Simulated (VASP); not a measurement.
A run of VASP 6.6.1:

POSCAR

```
CaO
1.0
   -0.1012932707      2.3921588474      2.3921588474
    2.3921588474     -0.1012932707      2.3921588474
    2.3921588474      2.3921588474     -0.1012932707
Ca O
1 1
Direct
    0.0000000000      0.0000000000      0.0000000000
    0.5000000000      0.5000000000      0.5000000000
```

File INCAR.step1:

```
SYSTEM = CaO
PREC = Accurate
ENCUT = 520
ISMEAR = 0
SIGMA = 0.01
LREAL = .False.
LASPH = .True.
NELM = 60
NBANDS = 15
GGA = PE
ALGO = Normal
EDIFF = 1E-4
LWAVE = .True.
LCHARG = .False.
```

File INCAR.step2:

```
SYSTEM = CaO
PREC = Accurate
ENCUT = 520
EDIFF = 1E-6
ISMEAR = 0
SIGMA = 0.01
LREAL = .False.
LASPH = .True.
NELM = 60
ALGO = Normal
ISIF = 2
LWAVE = .False.
LCHARG = .True.
METAGGA = R2SCAN
LMIXTAU = .True.
LELF = .True.
LVHAR = .True.
NBANDS = 15
ISTART = 1
```

KPOINTS

```
Automatic mesh
0
Gamma
  10 10 10
  0 0 0
```

Potentials or basis: VASP PAW PBE potentials, release 64 (Ca_sv, O).

Run with:

```bash
$ cat potpaw_PBE.64/Ca_sv/POTCAR potpaw_PBE.64/O/POTCAR > POTCAR
$ cp INCAR.step1 INCAR
$ mpirun -np 1 vasp_std > vasp.out
$ cp INCAR.step2 INCAR
$ mpirun -np 1 vasp_std > vasp.out
```

Hardware: 1 thread of Oxide Virtual Turin-like Processor (shared host).

Q: How long does it take, and how much memory?

A: It took 5.7 min on 1 thread of Oxide Virtual Turin-like Processor (shared host), peak memory 0.17 GiB. Counts: k points 116.
